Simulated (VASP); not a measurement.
A run of VASP 6.6.1 is set up as follows.

Contents of INCAR:

```
SYSTEM = Li
  PREC = Accurate
  ENCUT = 600
  EDIFF = 1E-6
  ISMEAR = -1
  SIGMA = 0.1
  LREAL = .FALSE.
  LASPH = .TRUE.
  NELM = 100
  ALGO = Normal
  ISIF = 3
  LWAVE = .FALSE.
  LCHARG = .FALSE.
  GGA = PE
  IBRION = 2
  NSW = 60
  EDIFFG = -0.01
```

Contents of KPOINTS:

```
regular mesh
0
G
  12 12 12
  0 0 0
```

POSCAR

```
Li
1.0
    3.4334755435      0.0000000000      0.0000000000
    0.0000000000      3.4334755435      0.0000000000
    0.0000000000      0.0000000000      3.4334755435
Li
2
Direct
    0.0000000000      0.0000000000      0.0000000000
    0.5000000000      0.5000000000      0.5000000000
```

Potentials or basis: VASP PAW PBE potentials, release 64 (Li_sv).

Launch:

```console
$ cat potpaw_PBE.64/Li_sv/POTCAR > POTCAR
$ mpirun -np 1 vasp_std > vasp.out
```

(1) Predict the band gap on the k mesh.

Answers

(1) zero (bands 3 and 4 overlap by 4.53 eV).

Caveat: the relaxation stopped at its first step, so nothing moved.
